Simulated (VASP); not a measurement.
Wanted: the native input for a VASP 6.6.1 run.

| Property | Result |
| --- | --- |
| Task | single point |
| Functional | PBEsol |
| Potentials or basis | VASP PAW PBE potentials, release 64 (Al, N) |
| Cutoff | 520 eV |
| k mesh | 9 × 9 × 1 |
| Occupations | gaussian, width 0.1 eV |
| Spin | no spin polarisation |
| Dipole correction | yes |
| Further INCAR settings | ALGO = Normal; EDIFF = 1e-06; NBANDS = 15 |

The structure of Al3N lies in POSCAR:

```
Al3N
1.0
    2.8394270062      0.0000000000      0.0000000000
    0.0000000000      2.8394270062      0.0000000000
    0.0000000000      0.0000000000     19.6413451746
Al N
3 1
Direct
    0.5000000000      0.5000000000      0.2036520393
    0.0000000000      0.0000000000      0.3090064780
    0.5000000000      0.5000000000      0.4145003869
    0.8333333333      1.0000000000      0.4223119472
```

These files were run (other wordings do the same):

INCAR

```
SYSTEM = Al3N
PREC = Accurate
ENCUT = 520
EDIFF = 1E-6
ISMEAR = 0
SIGMA = 0.1
LREAL = .FALSE.
LASPH = .TRUE.
NELM = 100
ALGO = Normal
ISIF = 2
LWAVE = .FALSE.
LCHARG = .FALSE.
LDIPOL = .TRUE.
IDIPOL = 3
DIPOL = 0.5 0.5 0.337
GGA = PS
NBANDS = 15
```

KPOINTS

```
regular mesh
0
G
  9 9 1
  0 0 0
```

Potentials or basis: VASP PAW PBE potentials, release 64 (Al, N).

Launch:

```console
$ cat potpaw_PBE.64/Al/POTCAR potpaw_PBE.64/N/POTCAR > POTCAR
$ mpirun -np 1 vasp_std > vasp.out
```

It gave:

```yaml
Largest_force: 4.392 eV/Å
Band_gap_on_the_k_mesh: zero (bands 7 and 8 overlap by 0.83 eV)
```

Caveat: the PAW data sets were made with another functional, which shifts forces and pressure a little.

Run time: 73 s on 1 thread of Intel(R) Xeon(R) Platinum 8488C (Sapphire Rapids), with other jobs on the host, peak memory 0.29 GiB.
